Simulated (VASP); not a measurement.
# HfB2 (P6/mmm) in VASP: notebook

The runs below take HfB2 through single point, relaxation of cell and atoms, with PBEsol.

All numbers are computed with VASP 6.6.1; they aren't measurements. Logs are shortened: lines on timing, memory, paths and dates and some standing lists are left out, and cuts for length are marked.

### 1 The cell of the first run

The structure is hexagonal, space group P6/mmm (No. 191). The conventional cell has a = 3.126 Å, b = 3.126 Å, c = 3.451 Å, α = 90.00°, β = 90.00°, γ = 120.00°. Within 3.3 Å of Hf (site symmetry 6/mmm) lie 12 B at 2.50 Å and 6 Hf at 3.13 Å. Within 2.4 Å of B (site symmetry -6m2) lie 3 B at 1.80 Å.

### 2 Single point, PBEsol

The input, INCAR:

```
PREC = Accurate ; ENCUT = 520
EDIFF = 1E-7 ; ISMEAR = -1
SIGMA = 0.05 ; LREAL = False
LASPH = True ; NELM = 60
ALGO = Normal ; ISIF = 2
LWAVE = False ; LCHARG = False
GGA = PS ; NBANDS = 15
```

The input, KPOINTS:

```
regular mesh
0
Gamma
  10 10 8
```

The input, POSCAR:

```
HfB2
1.0
    3.1259626786      0.0000000000      0.0000000000
   -1.5629813393      2.7071630909      0.0000000000
    0.0000000000      0.0000000000      3.4508586799
Hf B
1 2
Direct
    0.0000000000      0.0000000000      0.0000000000
    0.3333333333      0.6666666667      0.5000000000
    0.6666666667      0.3333333333      0.5000000000
```

Potentials or basis: VASP PAW PBE potentials, release 64 (Hf_pv, B).

Launch:

```
cat potpaw_PBE.64/Hf_pv/POTCAR potpaw_PBE.64/B/POTCAR > POTCAR
mpirun -np 1 vasp_std > vasp.out
```

OUTCAR:

```text
PREC = Accurate
   ENCUT = 520
   EDIFF = 1E-7
   ISMEAR = -1
   LREAL = False
   LASPH = True
   NELM = 60
   ISIF = 2
   GGA = PS

 ion  position               nearest neighbor table
   1  0.000  0.000  0.000-   2 2.50   3 2.50   2 2.50   3 2.50   2 2.50   2 2.50   3 2.50   3 2.50
                             3 2.50   3 2.50   2 2.50   2 2.50
   2  0.333  0.667  0.500-   3 1.80   3 1.80   3 1.80   1 2.50   1 2.50   1 2.50   1 2.50   1 2.50
                             1 2.50
   3  0.667  0.333  0.500-   2 1.80   2 1.80   2 1.80   1 2.50   1 2.50   1 2.50   1 2.50   1 2.50
                             1 2.50

  LATTYP: Found a hexagonal cell.
 ALAT       =     3.1259626786
 C/A-ratio  =     1.1039347026

  Lattice vectors:

 A1 = (   3.1259626786,   0.0000000000,   0.0000000000)
 A2 = (  -1.5629813393,   2.7071630909,   0.0000000000)
 A3 = (   0.0000000000,   0.0000000000,   3.4508586799)

Analysis of symmetry for initial positions (statically):
=====================================================================
 Subroutine PRICEL returns:
 Original cell was already a primitive cell.

 Routine SETGRP: Setting up the symmetry group for a
 hexagonal supercell.

 Subroutine GETGRP returns: Found 24 space group operations
 (whereof 24 operations were pure point group operations)
 out of a pool of 24 trial point group operations.

The static configuration has the point symmetry D_6h.

Analysis of symmetry for dynamics (positions and initial velocities):
=====================================================================
 Subroutine PRICEL returns:
 Original cell was already a primitive cell.

 Routine SETGRP: Setting up the symmetry group for a
 hexagonal supercell.

 Subroutine GETGRP returns: Found 24 space group operations
 (whereof 24 operations were pure point group operations)
 out of a pool of 24 trial point group operations.

The dynamic configuration has the point symmetry D_6h.

 Subroutine INISYM returns: Found 24 space group operations
 (whereof 24 operations are pure point group operations),
 and found     1 'primitive' translations

----------------------------------------------------------------------------------------

                                     Primitive cell

  volume of cell :      29.2029

  direct lattice vectors                    reciprocal lattice vectors
     3.125962679  0.000000000  0.000000000     0.319901452  0.184695189  0.000000000
    -1.562981339  2.707163091  0.000000000     0.000000000  0.369390379  0.000000000
[... 100 lines left out ...]
   EMIN   =  10.00;   EMAX   =-10.00  energy-range for DOS
   EFERMI =   0.00;   METHOD = LEGACY
   ISMEAR =    -1;   SIGMA  =   0.05  broadening in eV -4-tet -1-fermi 0-gaus
   EFERMI_NEDOS =   21; number of points for ismear=-14 and -15
   IALGO  =     38    algorithm
   IMIX   =      4    mixing-type and parameters
     AMIX     =   0.40;   BMIX     =  1.00
     AMIX_MAG =   1.60;   BMIX_MAG =  1.00
  volume/ion in A,a.u.               =       9.73        65.69
  Fermi-wavevector in a.u.,A,eV,Ry     =   1.339593  2.531465 24.415801  1.794511
  Thomas-Fermi vector in A             =   2.467973
   LORBIT       =      0    0 simple, 1 ext, 2 COOP (PROOUT), +10 PAW based schemes
   GGA     = PS    functional components
   LHFCALC =     F    Hartree Fock is set to
   AEXX    =    0.0000 exact exchange contribution
   IVDW    =     0    specifies the selected vdW correction
   LEPSILON=     F    determine dielectric tensor
   LRPA    =     F    only Hartree local field effects (RPA)
 non-spin polarized calculation
  energy-cutoff  :      520.00
  volume of cell :       29.20
 maximum number of plane-waves:       800
 NGX is ok and might be reduce to    24
   NGX = 11   NGY = 11   NGZ = 13

 number of electron      15.9999999 magnetization

 Free energy of the ion-electron system (eV)
  ---------------------------------------------------
  ext. energy  EPLUGINS =         0.00000000
  ---------------------------------------------------
  free energy    TOTEN  =       -27.86397379 eV

  energy without entropy =      -27.86135581  energy(sigma->0) =      -27.86266480

 E-fermi :   7.5609     XC(G=0): -12.7635

 val. band max:        7.4953103718   @ k =   0.2000   0.2000   0.1250
 cond. band min:       7.7968532870   @ k =   0.1000   0.1000   0.2500
 fundamental gap:      0.3015429152
 Fermi energy:         7.5608870020

 k-point     1 :       0.0000    0.0000    0.0000
  band No.  band energies     occupation
      1     -22.8252      2.00000
      2     -22.3108      2.00000
      3     -22.3108      2.00000
      4      -6.1297      2.00000
      5       4.6196      2.00000
      6       4.7364      2.00000
      7       4.7364      2.00000
      8       4.9801      2.00000
      9      11.7653      0.00000
     10      11.7653      0.00000
     11      12.4786      0.00000
     12      12.4786      0.00000
     13      12.7375      0.00000
     14      12.7375      0.00000
[... 401 lines left out ...]
      2     -22.7217      2.00000
      3     -22.5389      2.00000
      4      -2.2967      2.00000
      5      -0.9172      2.00000
      6       3.0067      2.00000
      7       3.9084      2.00000
      8       5.4170      2.00000
      9       8.8774      0.00000
     10      11.9055      0.00000
     11      11.9771      0.00000
     12      14.0660      0.00000
     13      15.3720      0.00000
     14      16.3281      0.00000
     15      18.7371      0.00000

 [... further k-points ...]

------------------------ aborting loop because EDIFF is reached ----------------------------------------

  FORCE on cell =-STRESS in cart. coord.  units (eV):
  Direction    XX          YY          ZZ          XY          YZ          ZX
  --------------------------------------------------------------------------------------
  -------------------------------------------------------------------------------------
  Total       -0.0281781     -0.0281781      0.0275751      0.0000000      0.0000000      0.0000000
  in kB       -1.5459555     -1.5459555      1.5128748      0.0000000      0.0000000      0.0000000
  external PRESSURE =      -0.5263454 kB  Pullay stress =       0.0000000 kB

 VOLUME and BASIS-vectors are now :
 -----------------------------------------------------------------------------
  energy-cutoff  :      520.00
  volume of cell :       29.20
      direct lattice vectors                 reciprocal lattice vectors
     3.125962679  0.000000000  0.000000000     0.319901452  0.184695189  0.000000000
    -1.562981339  2.707163091  0.000000000     0.000000000  0.369390379  0.000000000
     0.000000000  0.000000000  3.450858680     0.000000000  0.000000000  0.289782948

 POSITION                                       TOTAL-FORCE (eV/Angst)
 -----------------------------------------------------------------------------------
      0.00000      0.00000      0.00000        -0.000000      0.000000     -0.000000
     -0.00000      1.80478      1.72543        -0.000000      0.000000     -0.000000
      1.56298      0.90239      1.72543         0.000000     -0.000000      0.000000
 -----------------------------------------------------------------------------------
    total drift:                               -0.000000      0.000000      0.000000

  FREE ENERGIE OF THE ION-ELECTRON SYSTEM (eV)
  ---------------------------------------------------
  free  energy   TOTEN  =       -27.8639737898 eV

  energy  without entropy=      -27.8613558131  energy(sigma->0) =      -27.86266480
```

stdout:

```text
POSCAR found type information on POSCAR HfB
 POSCAR found :  2 types and       3 ions
 scaLAPACK will be used
 -----------------------------------------------------------------------------
|                                                                             |
|                                                                             |
|     You enforced a specific xc type in the INCAR file but a different       |
|     I HOPE YOU KNOW WHAT YOU ARE DOING!                                     |
|                                                                             |
 -----------------------------------------------------------------------------

 LDA part: xc-table for (Slater+PW92), standard interpolation
 POSCAR, INCAR and KPOINTS ok, starting setup
 FFT: planning ... GRIDC
 FFT: planning ... GRID_SOFT
 FFT: planning ... GRID
 WAVECAR not read
 entering main loop
```

Run time: 11 s. Hardware: 1 thread of Intel Xeon 6975P-C (Granite Rapids), shared host; peak memory 0.16 GiB.

Results:

```yaml
Free_energy: -27.8640 eV
Pressure: -0.1 GPa
Band_gap_on_the_k_mesh: zero (band 8 reaches 8.22 eV, above the bottom of band 9 at 7.43 eV)
```

Stress tensor (GPa, compression positive):
```
-0.15  0.00  0.00
 0.00 -0.15  0.00
 0.00  0.00  0.15
```

Levels at points of the mesh, in eV from the Fermi level:
```
           k point  band 4  band 5  band 6  band 7  band 8  band 9  band 10  band 11  band 12  band 13
(0.00, 0.00, 0.00)  -13.69   -2.94   -2.82   -2.82   -2.58    4.20     4.20     4.92     4.92     5.18
(0.50, 0.00, 0.00)   -9.73   -8.88   -4.04   -3.31   -2.82    2.32     2.88     5.85     5.93     6.56
(0.00, 0.00, 0.50)  -11.16   -8.32   -1.05   -1.05    0.39    0.39     1.11     1.11     2.45     5.25
(0.50, 0.00, 0.50)  -10.26   -7.35   -4.91   -4.66   -2.49    4.24     4.40     6.49     7.57     7.66
```

Caveat: the PAW data sets were made with another functional, which shifts forces and pressure a little; spin-orbit coupling is left out, which moves the levels of the heavy elements.

### 3 Relaxation of cell and atoms, PBEsol

This run uses another cell than the first one, of 9.90 Å³/atom, 1.018 times its volume.

The input, INCAR:

```
SYSTEM = HfB2
  ALGO = Normal
  EDIFF = 1E-6
  EDIFFG = -0.01
  ENCUT = 600
  GGA = PS
  IBRION = 2
  ISIF = 3
  ISMEAR = -1
  LASPH = .TRUE.
  LCHARG = .FALSE.
  LREAL = .FALSE.
  LWAVE = .FALSE.
  NELM = 80
  NSW = 80
  PREC = Accurate
  SIGMA = 0.05
```

The input, KPOINTS:

```
k-points
0
G
  10 10 8
  0 0 0
```

The input, POSCAR:

```
HfB2
1.0
    3.1400000000      0.0000000000      0.0000000000
   -1.5700000000      2.7193197679      0.0000000000
    0.0000000000      0.0000000000      3.4800000000
Hf B
1 2
Direct
    0.0000000000      0.0000000000      0.0000000000
    0.3333330000      0.6666670000      0.5000000000
    0.6666670000      0.3333330000      0.5000000000
```

Potentials or basis: VASP PAW PBE potentials, release 64 (Hf_pv, B).

Launch:

```
cat potpaw_PBE.64/Hf_pv/POTCAR potpaw_PBE.64/B/POTCAR > POTCAR
mpirun -np 1 vasp_std > vasp.out
```

OUTCAR:

```text
SYSTEM = HfB2
   EDIFF = 1E-6
   EDIFFG = -0.01
   ENCUT = 600
   GGA = PS
   IBRION = 2
   ISIF = 3
   ISMEAR = -1
   LASPH = .TRUE.
   LREAL = .FALSE.
   NELM = 80
   NSW = 80
   PREC = Accurate

 ion  position               nearest neighbor table
   1  0.000  0.000  0.000-   2 2.51   3 2.51   2 2.51   3 2.51   3 2.51   3 2.51   2 2.51   2 2.51
                             3 2.51   3 2.51   2 2.51   2 2.51
   2  0.333  0.667  0.500-   3 1.81   3 1.81   3 1.81   1 2.51   1 2.51   1 2.51   1 2.51   1 2.51
                             1 2.51
   3  0.667  0.333  0.500-   2 1.81   2 1.81   2 1.81   1 2.51   1 2.51   1 2.51   1 2.51   1 2.51
                             1 2.51

  LATTYP: Found a hexagonal cell.
 ALAT       =     3.1400000000
 C/A-ratio  =     1.1082802548

  Lattice vectors:

 A1 = (   3.1400000000,   0.0000000000,   0.0000000000)
[... 351 lines left out ...]
      5       4.6184      2.00000
      6       4.7445      2.00000
      7       4.7446      2.00000
      8       4.9773      2.00000
      9      11.7719      0.00000
     10      11.7720      0.00000
     11      12.4781      0.00000
     12      12.4782      0.00000
[... 331 lines left out ...]
 k-point    24 :       0.4000    0.1000    0.1250
  band No.  band energies     occupation
      1     -23.0675      2.00000
      2     -22.7171      2.00000
      3     -22.5336      2.00000
      4      -2.2942      2.00000
      5      -0.9138      2.00000
      6       3.0108      2.00000
      7       3.9069      2.00000
      8       5.4193      2.00000
      9       8.8802      0.00000
     10      11.9103      0.00000
     11      11.9838      0.00000
     12      14.0791      0.00000

 [... further k-points ...]

------------------------ aborting loop because EDIFF is reached ----------------------------------------

  FORCE on cell =-STRESS in cart. coord.  units (eV):
  Direction    XX          YY          ZZ          XY          YZ          ZX
  --------------------------------------------------------------------------------------
  -------------------------------------------------------------------------------------
  Total        0.0148564      0.0148564      0.0161282      0.0000000      0.0000000      0.0000000
  in kB        0.8155068      0.8155068      0.8853200      0.0000000      0.0000000      0.0000000
  external PRESSURE =       0.8387779 kB  Pullay stress =       0.0000000 kB
[... 18 lines left out ...]
  FREE ENERGIE OF THE ION-ELECTRON SYSTEM (eV)
  ---------------------------------------------------
  free  energy   TOTEN  =       -27.8662777083 eV

  energy  without entropy=      -27.8636723349  energy(sigma->0) =      -27.86497502

 reached required accuracy - stopping structural energy minimisation
```

OSZICAR:

```text
N       E                     dE             d eps       ncg     rms          rms(c)
DAV:   1     0.322127786858E+02    0.32213E+02   -0.92799E+03  1680   0.143E+03
DAV:   2    -0.280910186229E+02   -0.60304E+02   -0.56357E+02  2068   0.257E+02
DAV:   3    -0.300495900942E+02   -0.19586E+01   -0.19353E+01  2188   0.349E+01
DAV:   4    -0.300661022169E+02   -0.16512E-01   -0.16486E-01  2020   0.342E+00
[... 37 lines left out ...]
DAV:   1    -0.278664148868E+02   -0.25286E-03   -0.11580E-02  1792   0.942E-01    0.146E-01
DAV:   2    -0.278663200840E+02    0.94803E-04   -0.15299E-04  2036   0.111E-01    0.627E-02
DAV:   3    -0.278662799145E+02    0.40169E-04   -0.41069E-05  2024   0.511E-02    0.178E-02
DAV:   4    -0.278662777405E+02    0.21740E-05   -0.47490E-06  2156   0.179E-02    0.105E-02
DAV:   5    -0.278662777083E+02    0.32136E-07   -0.17617E-07   944   0.345E-03
   5 F= -.27866278E+02 E0= -.27864975E+02  d E =-.116655E-03
```

CONTCAR:

```text
HfB2
   1.00000000000000
     3.1246303472155290    0.0000000000000000    0.0000000000000000
    -1.5623151736077645    2.7060092581410538    0.0000000000000000
     0.0000000000000000   -0.0000000000000000    3.4519858765423144
  Hf              B
     1     2
Direct
     0.0000000000000000    0.0000000000000000    0.0000000000000000
     0.3333330000000032    0.6666669999999968    0.5000000000000000
     0.6666669999999968    0.3333330000000032    0.5000000000000000

  0.00000000E+00  0.00000000E+00  0.00000000E+00
  0.00000000E+00  0.00000000E+00  0.00000000E+00
  0.00000000E+00  0.00000000E+00  0.00000000E+00
```

It took 43 s on 1 thread of Intel Xeon 6975P-C (Granite Rapids), shared host; peak memory 0.18 GiB.

Results:

```
Free energy                            : -27.8663 eV
Relaxed volume                         : 9.73 Å³/atom
Relaxed cell                           : a = 3.125 Å, b = 3.125 Å, c = 3.452 Å, α = 90.00°, β = 90.00°, γ = 120.00°
Space group after relaxing (to 0.05 Å) : P6/mmm (No. 191)
Energy gained by relaxing              : 2.5 meV/atom
Ionic steps                            : 5
Pressure after relaxing                : 0.1 GPa
Band gap on the k mesh                 : zero (band 8 reaches 8.24 eV, above the bottom of band 9 at 7.43 eV)
```

Step by step:
| step | energy change (eV) | largest force (eV/Å) | pressure (GPa) | volume (Å³) |
| --- | --- | --- | --- | --- |
| 1 | 0.0000 | 0.0000 | -4.46 | 29.71 |
| 2 | 0.0052 | 0.0000 | 6.30 | 28.54 |
| 3 | -0.0073 | 0.0000 | 0.02 | 29.20 |
| 4 | -0.0073 | 0.0000 | 0.10 | 29.19 |
| 5 | -0.0075 | 0.0000 | 0.08 | 29.19 |

Final structure:
```yaml
crystal:
  lattice:
    - [3.12463, 0.00000, 0.00000]
    - [-1.56232, 2.70601, 0.00000]
    - [0.00000, 0.00000, 3.45199]
  atoms:
    - { symbol: Hf, position: [0.00000, 0.00000, 0.00000] }
    - { symbol: B, position: [0.33333, 0.66667, 0.50000] }
    - { symbol: B, position: [0.66667, 0.33333, 0.50000] }
```

Caveat: the PAW data sets were made with another functional, which shifts forces and pressure a little; spin-orbit coupling is left out, which moves the levels of the heavy elements.

(Part 1 of 2 ends here.)
